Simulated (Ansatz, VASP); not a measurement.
## Two plane-wave programs on KBr

```
CELL_PARAMETERS angstrom
0.00000 3.30225 3.30225
3.30225 0.00000 3.30225
3.30225 3.30225 0.00000
ATOMIC_POSITIONS crystal
K 0.00000 0.00000 0.00000
Br 0.50000 0.50000 0.50000
```

Alike in both runs: task single point; functional PBE; k mesh 4 × 4 × 4; occupations fermi-dirac, width 0.5 eV; no spin polarisation.

|  | VASP | Ansatz |
| --- | --- | --- |
| version | VASP 6.6.1 | Ansatz 0.2.0 |
| potentials or method | VASP PAW PBE potentials, release 64 (K_sv, Br) | plane waves |
| plane-wave cutoff (eV) | 520 | 420 |
| valence electrons in the cell | 16 | 16 |

Ansatz gave:

| Property | Result |
| --- | --- |
| pressure (GPa) | 0.7 |

Task: What did VASP give for the same quantities?

Result: Pressure (GPa): 0.8.
